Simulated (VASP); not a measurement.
Input of a VASP 6.6.1 run:

The input INCAR:

```
PREC     = Accurate       # precision mode
ENCUT    = 520            # plane-wave cutoff, eV
EDIFF    = 1E-6           # SCF threshold, eV
ISMEAR   = 0              # smearing method
SIGMA    = 0.1            # smearing width, eV
LREAL    = F              # projectors in reciprocal space
LASPH    = T              # aspherical terms in the spheres
NELM     = 80             # most SCF steps
ALGO     = Normal         # electronic algorithm
ISIF     = 2              # what is computed and relaxed
LWAVE    = F              # write WAVECAR
LCHARG   = F              # write CHGCAR
LDIPOL   = T            
IDIPOL   = 3            
DIPOL    = 0.5 0.5 0.500
NBANDS   = 66             # bands
```

The input KPOINTS:

```
Automatic mesh
0
Gamma
  18 18 1
```

Contents of POSCAR:

```
Cu
1.0
    2.5561908028     -0.0000002901      0.0000000000
    1.2780956527      2.2137260271      0.0000000000
    0.0000000000      0.0000000000     32.7840910000
Cu
10
Direct
    0.0000000000      1.0000000000      0.2281940000
    0.3333333333      0.3333333333      0.2879910000
    0.6666666667      0.6666666667      0.3484180000
    1.0000000000      0.0000000000      0.4090090000
    0.3333333333      0.3333333333      0.4697260000
    0.6666666667      0.6666666667      0.5302740000
    0.0000000000      1.0000000000      0.5909910000
    0.3333333333      0.3333333333      0.6515820000
    0.6666666667      0.6666666667      0.7120090000
    1.0000000000      0.0000000000      0.7718060000
```

Potentials or basis: VASP PAW LDA potentials, release 64 (Cu).

Command:

```console
$ cat potpaw_LDA.64/Cu/POTCAR > POTCAR
$ mpirun -np 1 vasp_std > vasp.out
```

Task: Estimate the largest force.

Result: 0.033 eV/Å.

Task: What does it give for the band gap on the k mesh?

Result: Zero (band 55 reaches 6.10 eV, above the bottom of band 56 at 1.20 eV).

Forces on the atoms (eV/Å):
```
Cu   0.000  0.000 -0.033
Cu   0.000  0.000  0.000
Cu   0.000  0.000 -0.002
Cu   0.000  0.000  0.002
Cu   0.000  0.000  0.001
Cu   0.000  0.000 -0.001
Cu   0.000  0.000 -0.002
Cu   0.000  0.000  0.002
Cu   0.000  0.000  0.000
Cu   0.000  0.000  0.033
```
